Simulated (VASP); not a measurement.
## Ca: single point with PBEsol

The system is Ca.

```
Ca
1.0
     1.84874   -1.06737    6.04471
     0.00000    2.13474    6.04471
    -1.84874   -1.06737    6.04471
Ca
2
Direct
  0.25000 0.25000 0.25000
  0.75000 0.75000 0.75000
```

```json
{"Program": "VASP 6.6.1", "Task": "single point", "Functional": "PBEsol", "Potentials or basis": "VASP PAW PBE potentials, release 64 (Ca_sv)", "Cutoff": "520 eV", "k mesh": "10 × 10 × 10", "Occupations": "fermi-dirac, width 0.1 eV", "Spin": "no spin polarisation", "Dipole correction": "no", "Further INCAR settings": "ALGO = Normal; EDIFF = 1e-06; NBANDS = 17"}
```

* Pressure: 2.8 GPa
* Band gap on the k mesh: zero (band 10 reaches 2.63 eV, above the bottom of band 11 at 2.56 eV)

Levels at points of the mesh, in eV from the Fermi level:
| k point | band 8 | band 9 | band 10 | band 11 | band 12 | band 13 |
| --- | --- | --- | --- | --- | --- | --- |
| (0.00, 0.00, 0.00) | -22.43 | -4.33 | -1.10 | 0.00 | 2.39 | 2.39 |
| (0.50, 0.00, 0.00) | -22.49 | -0.81 | -0.81 | 0.40 | 0.40 | 1.48 |
| (0.50, 0.50, 0.00) | -22.47 | -1.09 | -0.66 | 0.00 | 0.44 | 1.31 |
| (0.50, 0.50, 0.50) | -22.45 | -3.17 | -3.17 | 1.48 | 1.48 | 2.69 |

Wall time 6.3 min on 1 thread of Oxide Virtual Turin-like Processor, on a shared host, peak memory 0.35 GiB.

Caveat: the PAW data sets were made with another functional, which shifts forces and pressure a little.
